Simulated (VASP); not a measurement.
# CoSbH4 (P6/mmm) in VASP: single point with PBE

Aim: the single point of CoSbH4 with PBE.

Everything below comes from runs of VASP 6.6.1. Logs are shortened: lines on timing, memory, paths and dates and some standing lists are left out, and cuts for length are marked.

### Step 1. The cell of the first run

Symmetry: P6/mmm, No. 191, hexagonal system. The conventional cell has a = 3.054 Å, b = 3.054 Å, c = 7.156 Å, α = 90.00°, β = 90.00°, γ = 120.00°. Within 2.1 Å of Co (site symmetry 6/mmm) lie 8 H at 1.59 to 1.76 Å. Within 2.6 Å of Sb (site symmetry 6/mmm) lie 2 H at 1.99 Å. Within 2.4 Å of H (site symmetry -6m2) lie 3 Co at 1.76 Å and 9 H at 1.76 to 2.37 Å. H (site symmetry 6mm) has 1 Co at 1.59 Å and 1 Sb at 1.99 Å within 2.1 Å.

The cell was built from a structure type or drawn by symmetry, and may not be a known phase.

### Step 2. Single point, PBE, collinear spin, ferromagnetic start

Input file INCAR:

```
SYSTEM = CoSbH4
PREC     = Accurate       ! precision mode
ENCUT    = 520            ! plane-wave cutoff, eV
EDIFF    = 1E-6           ! SCF threshold, eV
ISMEAR   = 0              ! smearing method
SIGMA    = 0.2            ! smearing width, eV
LREAL    = .FALSE.        ! projectors in reciprocal space
LASPH    = .TRUE.         ! aspherical terms in the spheres
NELM     = 150            ! most SCF steps
ALGO     = Normal         ! electronic algorithm
ISIF     = 2              ! what is computed and relaxed
LWAVE    = .FALSE.        ! write WAVECAR
LCHARG   = .TRUE.         ! write CHGCAR
ISPIN    = 2              ! spin polarisation
MAGMOM   = 3 0 0 0 0 0    ! initial moments
LORBIT   = 11             ! projections on sites
LMAXMIX  = 4              ! l up to which the mixer works
GGA      = PE             ! functional
LELF     = .TRUE.         ! ELF
LVHAR    = .TRUE.       
NBANDS   = 22             ! bands
```

Input file KPOINTS:

```
regular mesh
0
G
  5 5 3
  0 0 0
```

Input file POSCAR:

```
CoSbH4
1.0
    3.0538705270      0.0000000000      0.0000000000
   -1.5269352635      2.6447294563      0.0000000000
    0.0000000000      0.0000000000      7.1557344750
Co Sb H
1 1 4
Direct
    0.0000000000      0.0000000000      0.5000000000
    0.0000000000      0.0000000000      0.0000000000
    0.3333333333      0.6666666667      0.5000000000
    0.6666666667      0.3333333333      0.5000000000
    0.0000000000      0.0000000000      0.2784467297
    0.0000000000      0.0000000000      0.7215532703
```

Potentials or basis: VASP PAW PBE potentials, release 64 (Co, Sb, H).

The run is started by

```console
$ cat potpaw_PBE.64/Co/POTCAR potpaw_PBE.64/Sb/POTCAR potpaw_PBE.64/H/POTCAR > POTCAR
$ mpirun -np 1 vasp_std > vasp.out
```

OUTCAR:

```text
SYSTEM = CoSbH4
   PREC = Accurate
   ENCUT = 520
   EDIFF = 1E-6
   ISMEAR = 0
   LREAL = .FALSE.
   LASPH = .TRUE.
   NELM = 150
   ISIF = 2
   ISPIN = 2
   LORBIT = 11
   GGA = PE

 ion  position               nearest neighbor table
   1  0.000  0.000  0.500-   5 1.59   6 1.59   3 1.76   4 1.76   4 1.76   3 1.76   4 1.76   3 1.76

   2  0.000  0.000  0.000-   5 1.99   6 1.99
   3  0.333  0.667  0.500-   1 1.76   1 1.76   1 1.76
   4  0.667  0.333  0.500-   1 1.76   1 1.76   1 1.76
   5  0.000  0.000  0.278-   1 1.59   2 1.99
   6  0.000  0.000  0.722-   1 1.59   2 1.99

  LATTYP: Found a hexagonal cell.
 ALAT       =     3.0538705270
 C/A-ratio  =     2.3431689103

  Lattice vectors:

 A1 = (   3.0538705270,   0.0000000000,   0.0000000000)
 A2 = (  -1.5269352635,   2.6447294563,   0.0000000000)
 A3 = (   0.0000000000,   0.0000000000,   7.1557344750)

Analysis of symmetry for initial positions (statically):
=====================================================================
 Subroutine PRICEL returns:
 Original cell was already a primitive cell.

 Routine SETGRP: Setting up the symmetry group for a
 hexagonal supercell.

 Subroutine GETGRP returns: Found 24 space group operations
 (whereof 24 operations were pure point group operations)
 out of a pool of 24 trial point group operations.

The static configuration has the point symmetry D_6h.

Analysis of symmetry for dynamics (positions and initial velocities):
=====================================================================
 Subroutine PRICEL returns:
 Original cell was already a primitive cell.

 Routine SETGRP: Setting up the symmetry group for a
 hexagonal supercell.

 Subroutine GETGRP returns: Found 24 space group operations
 (whereof 24 operations were pure point group operations)
 out of a pool of 24 trial point group operations.

The dynamic configuration has the point symmetry D_6h.

Analysis of structural, dynamic, and magnetic symmetry:
=====================================================================
 Subroutine PRICEL returns:
 Original cell was already a primitive cell.

 Routine SETGRP: Setting up the symmetry group for a
 hexagonal supercell.

 Subroutine GETGRP returns: Found 24 space group operations
 (whereof 24 operations were pure point group operations)
 out of a pool of 24 trial point group operations.

The overall configuration has the point symmetry D_6h.

 Subroutine INISYM returns: Found 24 space group operations
 (whereof 24 operations are pure point group operations),
 and found     1 'primitive' translations

----------------------------------------------------------------------------------------

                                     Primitive cell

  volume of cell :      57.7944

  direct lattice vectors                    reciprocal lattice vectors
     3.053870527  0.000000000  0.000000000     0.327453306  0.189055254  0.000000000
    -1.526935263  2.644729456  0.000000000     0.000000000  0.378110509  0.000000000
     0.000000000  0.000000000  7.155734475     0.000000000  0.000000000  0.139748058

  length of vectors
     3.053870527  3.053870527  7.155734475     0.378110509  0.378110509  0.139748058

  position of ions in fractional coordinates (direct lattice)
     0.000000000  0.000000000  0.500000000
     0.000000000  0.000000000  0.000000000
     0.333333333  0.666666667  0.500000000
     0.666666667  0.333333333  0.500000000
     0.000000000  0.000000000  0.278446730
     0.000000000  0.000000000  0.721553270

  ion indices of the primitive-cell ions
   primitive index   ion index
                 1           1
                 2           2
                 3           3
                 4           4
                 5           5
                 6           6

----------------------------------------------------------------------------------------

 KPOINTS: regular mesh
[... 27 lines left out ...]
  0.400000  0.000000  0.000000      6.000000
  0.200000  0.200000  0.000000      6.000000
  0.400000  0.200000  0.000000      6.000000
  0.000000  0.000000  0.333333      2.000000
  0.200000 -0.000000  0.333333     12.000000
  0.400000  0.000000  0.333333     12.000000
  0.200000  0.200000  0.333333     12.000000
  0.400000  0.200000  0.333333     12.000000
   k-points           NKPTS =     10   k-points in BZ     NKDIM =     10   number of bands    NBANDS=     22
   number of dos      NEDOS =    301   number of ions     NIONS =      6
   total plane-waves  NPLWV =  31104
   dimension x,y,z NGX =    24 NGY =   24 NGZ =   54
   dimension x,y,z NGXF=    48 NGYF=   48 NGZF=  108
   ions per type =               1   1   4
   NGX,Y,Z   is equivalent  to a cutoff of  13.07, 13.07, 12.55 a.u.
   NGXF,Y,Z  is equivalent  to a cutoff of  26.13, 26.13, 25.09 a.u.
 SYSTEM =  CoSbH4
   PREC   = accura    normal or accurate (medium, high low for compatibility)
   ISTART =      0    job   : 0-new  1-cont  2-samecut
   ICHARG =      2    charge: 1-file 2-atom 10-const
   ISPIN  =      2    spin polarized calculation?
   LNONCOLLINEAR =      F non collinear calculations
   LSORBIT =      F    spin-orbit coupling
   LASPH  =      T    aspherical Exc in radial PAW
   ENCUT  =  520.0 eV  38.22 Ry    6.18 a.u.   5.68  5.68 13.30*2*pi/ulx,y,z
   NELM   =    150;   NELMIN=  2; NELMDL= -5     # of ELM steps
   EDIFF  = 0.1E-05   stopping-criterion for ELM
   LREAL  =      F    real-space projection
   EDIFFG = 0.1E-04   stopping-criterion for IOM
   NSW    =      0    number of steps for IOM
   IBRION =     -1    ionic relax: 0-MD 1-quasi-New 2-CG
   NFREE  =      0    steps in history (QN), initial steepest desc. (CG)
   ISIF   =      2    stress and relaxation
   ISYM   =      2    0-nonsym 1-usesym 2-fastsym
   POTIM  = 0.5000    time-step for ionic-motion
   TEBEG  =    0.0;   TEEND  =   0.0 temperature during run
   PSTRESS=    0.0 pullay stress
   NELECT =      18.0000    total number of electrons
   NUPDOWN=      -1.0000    fix difference up-down
   EMIN   =  10.00;   EMAX   =-10.00  energy-range for DOS
   EFERMI =   0.00;   METHOD = LEGACY
   ISMEAR =     0;   SIGMA  =   0.20  broadening in eV -4-tet -1-fermi 0-gaus
   EFERMI_NEDOS =   21; number of points for ismear=-14 and -15
   IALGO  =     38    algorithm
   IMIX   =      4    mixing-type and parameters
     AMIX     =   0.40;   BMIX     =  1.00
     AMIX_MAG =   1.60;   BMIX_MAG =  1.00
  volume/ion in A,a.u.               =       9.63        65.00
  Fermi-wavevector in a.u.,A,eV,Ry     =   1.109695  2.097020 16.754527  1.231423
  Thomas-Fermi vector in A             =   2.246238
   LORBIT       =     11    0 simple, 1 ext, 2 COOP (PROOUT), +10 PAW based schemes
   GGA     = PE    functional components
   LHFCALC =     F    Hartree Fock is set to
   AEXX    =    0.0000 exact exchange contribution
   IVDW    =     0    specifies the selected vdW correction
   LEPSILON=     F    determine dielectric tensor
   LRPA    =     F    only Hartree local field effects (RPA)
 spin polarized calculation
 Gauss-broadening in eV      SIGMA  =   0.20
  energy-cutoff  :      520.00
  volume of cell :       57.79
 maximum number of plane-waves:      1587
 NGX is ok and might be reduce to    24
   NGX = 11   NGY = 11   NGZ = 27

 number of electron      17.9999995 magnetization       0.1251302

 Free energy of the ion-electron system (eV)
  ---------------------------------------------------
  ext. energy  EPLUGINS =         0.00000000
  ---------------------------------------------------
  free energy    TOTEN  =       -22.78415436 eV

  energy without entropy =      -22.75308216  energy(sigma->0) =      -22.76861826

 E-fermi :   5.5037     XC(G=0): -10.0700

 val. band max:        5.4431560014   @ k =   0.4000   0.2000   0.0000
 cond. band min:       5.6047019272   @ k =   0.4000   0.2000   0.3333
 fundamental gap:      0.1615459258
 Fermi energy:         5.5037217647

 spin component 1

 k-point     1 :       0.0000    0.0000    0.0000
  band No.  band energies     occupation
      1      -7.5606      1.00000
      2      -4.3188      1.00000
      3      -1.3844      1.00000
      4       1.2250      1.00000
      5       3.8151      1.00000
      6       3.8151      1.00000
[... 229 lines left out ...]
     20      19.0639      0.00000
     21      20.5276      0.00000
 Fermi energy:         5.5037217647

 spin component 2

 k-point     1 :       0.0000    0.0000    0.0000
  band No.  band energies     occupation
      1      -7.5617      1.00000
      2      -4.3128      1.00000
      3      -1.3902      1.00000
      4       1.2716      1.00000
      5       3.9889      1.00000
      6       3.9889      1.00000
[... 229 lines left out ...]
     20      19.0622      0.00000
     21      20.5378      0.00000
 [bands above 21 left out]

------------------------ aborting loop because EDIFF is reached ----------------------------------------

  FORCE on cell =-STRESS in cart. coord.  units (eV):
  Direction    XX          YY          ZZ          XY          YZ          ZX
  --------------------------------------------------------------------------------------
  -------------------------------------------------------------------------------------
  Total        0.0228822      0.0228822      0.1860521      0.0000000     -0.0000000     -0.0000000
  in kB        0.6343393      0.6343393      5.1577367      0.0000000     -0.0000000     -0.0000000
  external PRESSURE =       2.1421385 kB  Pullay stress =       0.0000000 kB

 VOLUME and BASIS-vectors are now :
 -----------------------------------------------------------------------------
  energy-cutoff  :      520.00
  volume of cell :       57.79
      direct lattice vectors                 reciprocal lattice vectors
     3.053870527  0.000000000  0.000000000     0.327453306  0.189055254  0.000000000
    -1.526935263  2.644729456  0.000000000     0.000000000  0.378110509  0.000000000
     0.000000000  0.000000000  7.155734475     0.000000000  0.000000000  0.139748058

 POSITION                                       TOTAL-FORCE (eV/Angst)
 -----------------------------------------------------------------------------------
      0.00000      0.00000      3.57787        -0.000000      0.000000      0.000000
      0.00000      0.00000      0.00000        -0.000000      0.000000      0.000000
     -0.00000      1.76315      3.57787         0.000000     -0.000000      0.000000
      1.52694      0.88158      3.57787        -0.000000      0.000000     -0.000000
      0.00000      0.00000      1.99249         0.000000     -0.000000     -0.011128
      0.00000      0.00000      5.16324         0.000000      0.000000      0.011128
 -----------------------------------------------------------------------------------
    total drift:                                0.000000      0.000000      0.000000

  FREE ENERGIE OF THE ION-ELECTRON SYSTEM (eV)
  ---------------------------------------------------
  free  energy   TOTEN  =       -22.7841543620 eV

  energy  without entropy=      -22.7530821591  energy(sigma->0) =      -22.76861826

 total charge

# of ion       s       p       d       tot
------------------------------------------
    1        0.380   0.507   7.491   8.377
    2        1.237   1.123   0.062   2.422
    3        0.496   0.022   0.000   0.518
    4        0.496   0.022   0.000   0.518
    5        0.525   0.017   0.000   0.542
    6        0.525   0.017   0.000   0.542
--------------------------------------------------
tot          3.658   1.707   7.552  12.917

 magnetization (x)

# of ion       s       p       d       tot
------------------------------------------
    1       -0.000   0.003   0.134   0.137
    2       -0.002   0.001  -0.000  -0.001
    3       -0.002   0.000   0.000  -0.002
    4       -0.002   0.000   0.000  -0.002
    5       -0.003   0.000   0.000  -0.002
    6       -0.003   0.000   0.000  -0.002
--------------------------------------------------
tot         -0.011   0.005   0.134   0.127
```

Wall time 46 s (1 thread of Intel Xeon 8259CL, shared host); peak memory 0.2 GiB.

What came out:

| Quantity | Value |
| --- | --- |
| Free energy | -22.7842 eV |
| Pressure | 0.2 GPa |
| Largest force | 0.011 eV/Å |
| Net moment | 0.13 μB per cell |
| Site moments | Co +0.14; Sb -0.00; H -0.00 μB |
| Valence electrons inside the program's atomic spheres | Co 8.38; Sb 2.42; H 0.52, 0.54 (each value once) |

Forces on the atoms (eV/Å):
```
Co   0.000  0.000  0.000
Sb   0.000  0.000  0.000
H    0.000  0.000  0.000
H    0.000  0.000  0.000
H    0.000  0.000 -0.011
H    0.000  0.000  0.011
```

Caveat: the k points lie up to 0.48 Å⁻¹ apart; spin-orbit coupling is left out, which moves the levels of the heavy elements.
